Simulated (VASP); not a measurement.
Sn: single point with PBEsol

Crystal: Sn.

```xyz
2
Lattice="-2.8505 2.8505 1.5546 2.8505 -2.8505 1.5546 2.8505 2.8505 -1.5546" Properties=species:S:1:pos:R:3 pbc="T T T"
Sn    0.0000    2.8505    0.7773
Sn    0.0000    0.0000    0.0000
```

* Program: VASP 6.6.1
* Task: single point
* Functional: PBEsol
* Potentials or basis: VASP PAW PBE potentials, release 64 (Sn_d)
* Cutoff: 520 eV
* k mesh: 14 × 14 × 14
* Occupations: gaussian, width 0.1 eV
* Spin: no spin polarisation

```
Pressure               : 4.0 GPa
Band gap on the k mesh : zero (bands 14 and 15 overlap by 4.46 eV)
```

Stress tensor (GPa, compression positive):
```
4.08 0.00 0.00
0.00 4.08 0.00
0.00 0.00 3.94
```

Levels at points of the mesh, in eV from the Fermi level:
| k point | band 10 | band 11 | band 12 | band 13 | band 14 | band 15 | band 16 | band 17 | band 18 | band 19 |
| --- | --- | --- | --- | --- | --- | --- | --- | --- | --- | --- |
| (0.00, 0.00, 0.00) | -21.04 | -11.69 | -3.41 | -2.16 | -2.16 | 2.86 | 6.60 | 6.60 | 7.34 | 7.43 |
| (0.50, 0.00, 0.00) | -21.12 | -7.09 | -5.66 | -2.25 | -1.86 | -1.28 | 2.17 | 3.03 | 5.05 | 7.42 |
| (0.50, 0.50, 0.00) | -21.20 | -9.30 | -9.30 | 0.60 | 0.60 | 1.72 | 1.72 | 6.30 | 6.30 | 9.93 |
| (0.50, 0.50, 0.50) | -21.28 | -7.74 | -7.74 | -5.23 | -5.23 | 5.26 | 5.26 | 10.12 | 10.12 | 12.89 |

It took 3.4 min on 1 thread of Intel(R) Xeon(R) Platinum 8259CL CPU @ 2.50GHz (Skylake/Cascade Lake) (shared host), peak memory 0.32 GiB.

Caveat: the cell stands under pressure; the PAW data sets were made with another functional, which shifts forces and pressure a little; spin-orbit coupling is left out, which moves the levels of the heavy elements.
